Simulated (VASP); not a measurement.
La3O2, 5 atoms in the cell. It takes space group P-3m1 (No. 164, trigonal). The conventional cell has a = 4.776 Å, b = 4.776 Å, c = 7.495 Å, α = 90.00°, β = 90.00°, γ = 120.00°. La (site symmetry 3m) has 4 O at 2.87 to 2.98 Å and 3 La at 3.52 Å within 3.8 Å. La (site symmetry -3m) has 6 O at 3.33 Å and 6 La at 3.83 Å within 4.4 Å. Within 3.8 Å of O (site symmetry 3m) lie 7 La at 2.87 to 3.33 Å. 

* Program: VASP 6.6.1
* Task: relaxation of cell and atoms
* Functional: PBE
* Potentials or basis: VASP PAW PBE potentials, release 64 (La, O)
* Cutoff: 600 eV
* k mesh: 6 × 6 × 2
* Occupations: gaussian, width 0.1 eV
* Spin: no spin polarisation
* Dipole correction: no
* Further INCAR settings: ALGO = Normal; EDIFF = 1e-07; IBRION = 2; EDIFFG = -0.04; NSW = 90; ISIF = 3

Potentials or basis: VASP PAW PBE potentials, release 64 (La, O).

The run is started by

```bash
$ cat potpaw_PBE.64/La/POTCAR potpaw_PBE.64/O/POTCAR > POTCAR
$ mpirun -np 1 vasp_std > vasp.out
```

Hardware: 1 thread of Intel(R) Xeon(R) 6975P-C (Granite Rapids), with other jobs on the host.

Task: Estimate the wall time of this run.

Result: Wall time 57 min on 1 thread of Intel(R) Xeon(R) 6975P-C (Granite Rapids), on a shared host, peak memory 0.39 GiB. Counts: scf iterations 526, k points 14, ion steps 45.
